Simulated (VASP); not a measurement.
# B (R-3m) in VASP: further runs

Runs on B. Level: PBE. Tasks: single point, relaxation of cell and atoms.

Program: VASP 6.6.1. These are calculated values, not measurements. Logs are shortened: lines on timing, memory, paths and dates and some standing lists are left out, and cuts for length are marked.

### Step 1. The cell of the first run

It takes space group R-3m (No. 166, trigonal). The conventional cell has a = 2.622 Å, b = 2.622 Å, c = 27.345 Å, α = 90.00°, β = 90.00°, γ = 120.00°. Within 2.0 Å of B (site symmetry 3m) lie 3 B at 1.51 Å. B (site symmetry 3m) has 3 B at 1.51 Å within 2.0 Å.

### Step 2. Single point, PBE

INCAR

```
SYSTEM = B
ALGO = Normal
EDIFF = 1E-6
ENCUT = 500
GGA = PE
GGA_COMPAT = .FALSE.
ISIF = 2
ISMEAR = 0
LASPH = .TRUE.
LCHARG = .TRUE.
LELF = .TRUE.
LREAL = .FALSE.
LVHAR = .TRUE.
LWAVE = .FALSE.
NBANDS = 14
NELM = 120
PREC = Accurate
SIGMA = 0.1
```

KPOINTS

```
k-points
0
G
  6 6 6
  0 0 0
```

POSCAR

```
B
1.0
    1.3108049919      0.7567936149      9.1149035441
   -1.3108049919      0.7567936149      9.1149035441
    0.0000000000     -1.5135872299      9.1149035441
B
4
Direct
    0.9175619941      0.9175619941      0.9175619941
    0.2508919214      0.2508919214      0.2508919214
    0.7491080786      0.7491080786      0.7491080786
    0.0824380059      0.0824380059      0.0824380059
```

Potentials or basis: VASP PAW PBE potentials, release 64 (B).

Run with:

```
$ cat potpaw_PBE.64/B/POTCAR > POTCAR
$ mpirun -np 1 vasp_std > vasp.out
```

OUTCAR:

```text
SYSTEM = B
   EDIFF = 1E-6
   ENCUT = 500
   GGA = PE
   ISIF = 2
   ISMEAR = 0
   LASPH = .TRUE.
   LREAL = .FALSE.
   NELM = 120
   PREC = Accurate

 ion  position               nearest neighbor table
   1  0.918  0.918  0.918-   2 1.51   2 1.51   2 1.51
   2  0.251  0.251  0.251-   1 1.51   1 1.51   1 1.51
   3  0.749  0.749  0.749-   4 1.51   4 1.51   4 1.51
   4  0.082  0.082  0.082-   3 1.51   3 1.51   3 1.51

  LATTYP: Found a trigonal (rhomboedric) cell.
 ALAT       =     9.2397193096
 COS(alpha) =     0.9597478935

  Lattice vectors:

 A1 = (   1.3108049919,   0.7567936149,   9.1149035441)
 A2 = (  -1.3108049919,   0.7567936149,   9.1149035441)
 A3 = (   0.0000000000,  -1.5135872299,   9.1149035441)

Analysis of symmetry for initial positions (statically):
=====================================================================
 Subroutine PRICEL returns:
 Original cell was already a primitive cell.

 Routine SETGRP: Setting up the symmetry group for a
 trigonal (rhombohedral) supercell.

 Subroutine GETGRP returns: Found 12 space group operations
 (whereof 12 operations were pure point group operations)
 out of a pool of 12 trial point group operations.

The static configuration has the point symmetry D_3d.

Analysis of symmetry for dynamics (positions and initial velocities):
=====================================================================
 Subroutine PRICEL returns:
 Original cell was already a primitive cell.

 Routine SETGRP: Setting up the symmetry group for a
 trigonal (rhombohedral) supercell.

 Subroutine GETGRP returns: Found 12 space group operations
 (whereof 12 operations were pure point group operations)
 out of a pool of 12 trial point group operations.

The dynamic configuration has the point symmetry D_3d.

 Subroutine INISYM returns: Found 12 space group operations
 (whereof 12 operations are pure point group operations),
 and found     1 'primitive' translations

----------------------------------------------------------------------------------------

                                     Primitive cell

  volume of cell :      54.2524

  direct lattice vectors                    reciprocal lattice vectors
     1.310804992  0.756793615  9.114903544     0.381444992  0.220227369  0.036570144
    -1.310804992  0.756793615  9.114903544    -0.381444992  0.220227369  0.036570144
     0.000000000 -1.513587230  9.114903544     0.000000000 -0.440454738  0.036570144

  length of vectors
     9.239719310  9.239719310  9.239719310     0.441970306  0.441970306  0.441970306

  position of ions in fractional coordinates (direct lattice)
     0.917561994  0.917561994  0.917561994
     0.250891921  0.250891921  0.250891921
     0.749108079  0.749108079  0.749108079
     0.082438006  0.082438006  0.082438006

  ion indices of the primitive-cell ions
   primitive index   ion index
                 1           1
                 2           2
                 3           3
                 4           4

----------------------------------------------------------------------------------------

 KPOINTS: k-points

Automatic generation of k-mesh.
 Grid dimensions read from file:
 generate k-points for:    6    6    6

 Generating k-lattice:

  Cartesian coordinates                     Fractional coordinates (reciprocal lattice)
     0.063574165  0.036704561  0.006095024     0.166666667  0.000000000  0.000000000
    -0.063574165  0.036704561  0.006095024     0.000000000  0.166666667  0.000000000
     0.000000000 -0.073409123  0.006095024    -0.000000000 -0.000000000  0.166666667

  Length of vectors
     0.073661718  0.073661718  0.073661718

  Shift w.r.t. Gamma in fractional coordinates (k-lattice)
     0.000000000  0.000000000  0.000000000

 Subroutine IBZKPT returns following result:
 ===========================================

 Found     32 irreducible k-points:

 Following reciprocal coordinates:
            Coordinates               Weight
  0.000000  0.000000  0.000000      1.000000
  0.166667 -0.000000  0.000000      6.000000
  0.333333 -0.000000  0.000000      6.000000
  0.500000 -0.000000  0.000000      3.000000
  0.166667  0.166667  0.000000      6.000000
  0.333333  0.166667  0.000000     12.000000
[... 16 lines left out ...]
  0.500000  0.500000  0.166667      6.000000
 -0.333333  0.500000  0.166667     12.000000
 [... further k-points ...]
   k-points           NKPTS =     32   k-points in BZ     NKDIM =     32   number of bands    NBANDS=     14
   number of dos      NEDOS =    301   number of ions     NIONS =      4
   total plane-waves  NPLWV = 343000
   dimension x,y,z NGX =    70 NGY =   70 NGZ =   70
   dimension x,y,z NGXF=   140 NGYF=  140 NGZF=  140
   ions per type =               4
   NGX,Y,Z   is equivalent  to a cutoff of  12.59, 12.59, 12.59 a.u.
   NGXF,Y,Z  is equivalent  to a cutoff of  25.19, 25.19, 25.19 a.u.
 SYSTEM =  B
   PREC   = accura    normal or accurate (medium, high low for compatibility)
   ISTART =      0    job   : 0-new  1-cont  2-samecut
   ICHARG =      2    charge: 1-file 2-atom 10-const
   ISPIN  =      1    spin polarized calculation?
   LNONCOLLINEAR =      F non collinear calculations
   LSORBIT =      F    spin-orbit coupling
   LASPH  =      T    aspherical Exc in radial PAW
   ENCUT  =  500.0 eV  36.75 Ry    6.06 a.u.  16.85 16.85 16.85*2*pi/ulx,y,z
   NELM   =    120;   NELMIN=  2; NELMDL= -5     # of ELM steps
   EDIFF  = 0.1E-05   stopping-criterion for ELM
   LREAL  =      F    real-space projection
   EDIFFG = 0.1E-04   stopping-criterion for IOM
   NSW    =      0    number of steps for IOM
   IBRION =     -1    ionic relax: 0-MD 1-quasi-New 2-CG
   NFREE  =      0    steps in history (QN), initial steepest desc. (CG)
   ISIF   =      2    stress and relaxation
   ISYM   =      2    0-nonsym 1-usesym 2-fastsym
   POTIM  = 0.5000    time-step for ionic-motion
   TEBEG  =    0.0;   TEEND  =   0.0 temperature during run
   PSTRESS=    0.0 pullay stress
   NELECT =      12.0000    total number of electrons
   NUPDOWN=      -1.0000    fix difference up-down
   EMIN   =  10.00;   EMAX   =-10.00  energy-range for DOS
   EFERMI =   0.00;   METHOD = LEGACY
   ISMEAR =     0;   SIGMA  =   0.10  broadening in eV -4-tet -1-fermi 0-gaus
   EFERMI_NEDOS =   21; number of points for ismear=-14 and -15
   IALGO  =     38    algorithm
   IMIX   =      4    mixing-type and parameters
     AMIX     =   0.40;   BMIX     =  1.00
     AMIX_MAG =   1.60;   BMIX_MAG =  1.00
  volume/ion in A,a.u.               =      13.56        91.53
  Fermi-wavevector in a.u.,A,eV,Ry     =   0.990062  1.870945 13.336734  0.980222
  Thomas-Fermi vector in A             =   2.121705
   LORBIT       =      0    0 simple, 1 ext, 2 COOP (PROOUT), +10 PAW based schemes
   GGA     = PE    functional components
   LHFCALC =     F    Hartree Fock is set to
   AEXX    =    0.0000 exact exchange contribution
   IVDW    =     0    specifies the selected vdW correction
   LEPSILON=     F    determine dielectric tensor
   LRPA    =     F    only Hartree local field effects (RPA)
 non-spin polarized calculation
 Gauss-broadening in eV      SIGMA  =   0.10
  energy-cutoff  :      500.00
  volume of cell :       54.25
 maximum number of plane-waves:      1392
 NGX is ok and might be reduce to    70
   NGX = 33   NGY = 33   NGZ = 33

 number of electron      11.9999999 magnetization

 Free energy of the ion-electron system (eV)
  ---------------------------------------------------
  ext. energy  EPLUGINS =         0.00000000
  ---------------------------------------------------
  free energy    TOTEN  =       -19.88828768 eV

  energy without entropy =      -19.87650816  energy(sigma->0) =      -19.88239792

 E-fermi :  -0.3450     XC(G=0):  -7.9415

 val. band max:       -0.5910079365   @ k =  -0.1667   0.1667   0.1667
 cond. band min:      -0.2796140682   @ k =   0.5000   0.5000   0.1667
 fundamental gap:      0.3113938683
 Fermi energy:        -0.3449721422

 k-point     1 :       0.0000    0.0000    0.0000
  band No.  band energies     occupation
      1     -11.8468      2.00000
      2     -11.7734      2.00000
      3      -4.0488      2.00000
      4      -3.4101      2.00000
      5       2.5189      0.00000
      6       2.5189      0.00000
      7       2.5194      0.00000
      8       2.5194      0.00000
      9       4.5836      0.00000
     10       7.9312      0.00000
     11      11.7768      0.00000
     12      11.7768      0.00000
     13      11.7794      0.00000
     14      11.7794      0.00000

 k-point     2 :       0.1667   -0.0000    0.0000
  band No.  band energies     occupation
      1     -11.2780      2.00000
      2     -11.2100      2.00000
      3      -3.3029      2.00000
      4      -2.6885      2.00000
      5       0.4969      0.00000
      6       0.5038      0.00000
      7       1.3268      0.00000
      8       1.3284      0.00000
      9       5.3420      0.00000
     10       8.5901      0.00000
     11      11.3899      0.00000
     12      11.9920      0.00000
     13      12.7298      0.00000
     14      13.3085      0.00000

 k-point     3 :       0.3333   -0.0000    0.0000
  band No.  band energies     occupation
      1      -9.5951      2.00000
      2      -9.5415      2.00000
      3      -3.2983      2.00000
      4      -3.2791      2.00000
      5      -1.1365      2.00000
      6      -0.6047      1.99976
      7      -0.2771      0.33727
      8      -0.2759      0.32843
      9       7.6130      0.00000
     10       8.0549      0.00000
     11       8.4578      0.00000
     12      10.7355      0.00000
     13      11.7895      0.00000
     14      11.9470      0.00000
[... 324 lines left out ...]
 k-point    23 :       0.5000    0.5000    0.1667
  band No.  band energies     occupation
      1      -9.5786      2.00000
      2      -9.5584      2.00000
      3      -3.2965      2.00000
      4      -3.2812      2.00000
      5      -0.9792      2.00000
      6      -0.7857      2.00000
      7      -0.2796      0.35533
      8      -0.2735      0.31233
      9       7.9520      0.00000
     10       8.2228      0.00000
     11       8.5954      0.00000
     12       9.4739      0.00000
     13      11.8870      0.00000
     14      11.9700      0.00000

 k-point    24 :      -0.3333    0.5000    0.1667
  band No.  band energies     occupation
      1      -7.9426      2.00000
      2      -7.9333      2.00000
      3      -4.8302      2.00000
      4      -4.8070      2.00000
      5      -2.3131      2.00000
      6      -2.2985      2.00000
      7       1.0297      0.00000
      8       1.1041      0.00000
      9       5.8171      0.00000
     10       6.1155      0.00000
     11      10.6045      0.00000
     12      10.9672      0.00000
     13      13.2865      0.00000
     14      13.7256      0.00000

 [... further k-points ...]

------------------------ aborting loop because EDIFF is reached ----------------------------------------

  FORCE on cell =-STRESS in cart. coord.  units (eV):
  Direction    XX          YY          ZZ          XY          YZ          ZX
  --------------------------------------------------------------------------------------
  -------------------------------------------------------------------------------------
  Total       18.6996392     18.6996392      0.1061378      0.0000000     -0.0000000      0.0000000
  in kB      552.2362817    552.2362817      3.1344531      0.0000000     -0.0000000      0.0000000
  external PRESSURE =     369.2023388 kB  Pullay stress =       0.0000000 kB

 VOLUME and BASIS-vectors are now :
 -----------------------------------------------------------------------------
  energy-cutoff  :      500.00
  volume of cell :       54.25
      direct lattice vectors                 reciprocal lattice vectors
     1.310804992  0.756793615  9.114903544     0.381444992  0.220227369  0.036570144
    -1.310804992  0.756793615  9.114903544    -0.381444992  0.220227369  0.036570144
     0.000000000 -1.513587230  9.114903544     0.000000000 -0.440454738  0.036570144

 POSITION                                       TOTAL-FORCE (eV/Angst)
 -----------------------------------------------------------------------------------
      0.00000     -0.00000     25.09047         0.000000      0.000000     -0.001932
      0.00000     -0.00000      6.86057         0.000000      0.000000     -0.001908
      0.00000     -0.00000     20.48414         0.000000     -0.000000      0.001908
      0.00000     -0.00000      2.25424         0.000000     -0.000000      0.001932
 -----------------------------------------------------------------------------------
    total drift:                               -0.000000     -0.000000      0.000000

  FREE ENERGIE OF THE ION-ELECTRON SYSTEM (eV)
  ---------------------------------------------------
  free  energy   TOTEN  =       -19.8882876756 eV

  energy  without entropy=      -19.8765081634  energy(sigma->0) =      -19.88239792
```

It took 5.5 min on 1 thread of Intel Xeon Platinum 8488C (Sapphire Rapids), shared host; peak memory 0.59 GiB.

What came out:

```yaml
Free_energy: -19.8883 eV
Pressure: 36.9 GPa
Band_gap_on_the_k_mesh: zero (bands 6 and 7 overlap by 3.48 eV)
```

Caveat: the k points lie up to 0.46 Å⁻¹ apart, too coarse for converged energies and pressures of a metal.

(Part 1 of 2 ends here.)
